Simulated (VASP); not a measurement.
Input of a VASP 6.6.1 run:

INCAR

```
PREC = Accurate
ENCUT = 500
EDIFF = 1E-7
ISMEAR = 0
SIGMA = 0.1
LREAL = F
LASPH = T
NELM = 120
ALGO = Normal
ISIF = 3
LWAVE = F
LCHARG = F
GGA = PE
IBRION = 2
NSW = 90
EDIFFG = -0.04
GGA_COMPAT = F
NELMIN = 4
```

The input KPOINTS:

```
Automatic mesh
0
Gamma
  6 6 6
```

POSCAR

```
Sn
1.0
    3.4256141042      0.0000000000      0.0000000000
    0.0000000000      3.4256141042      0.0000000000
    0.0000000000      0.0000000000      3.5098695264
Sn
1
Direct
    0.0000000000      0.0000000000      0.0000000000
```

Potentials or basis: VASP PAW PBE potentials, release 64 (Sn_d).

Launch:

```sh
$ cat potpaw_PBE.64/Sn_d/POTCAR > POTCAR
$ mpirun -np 1 vasp_std > vasp.out
```

Predict the relaxed cell.

a = 3.076 Å, b = 3.076 Å, c = 3.086 Å, α = 90.00°, β = 90.00°, γ = 90.00°.

Predict the space group after relaxing (to 0.1 Å).

Pm-3m (No. 221).

Estimate the band gap on the k mesh.

zero (bands 7 and 8 overlap by 7.33 eV).

What does it give for the relaxed volume?

29.21 Å³/atom.

Step by step:
```tsv
step	energy change (eV)	largest force (eV/Å)	pressure (GPa)	volume (Å³)
1	0.0000	0.0000	-7.08	41.19
2	-0.3510	0.0000	-2.61	31.26
3	-0.3678	0.0000	-0.21	29.46
4	-0.3679	0.0000	0.13	29.25
5	-0.3692	0.0000	0.21	29.21
6	-0.3692	0.0000	0.19	29.21
```

Caveat: the volume moved by over 15 % at a fixed basis, so the end points are rough; spin-orbit coupling is left out, which moves the levels of the heavy elements.
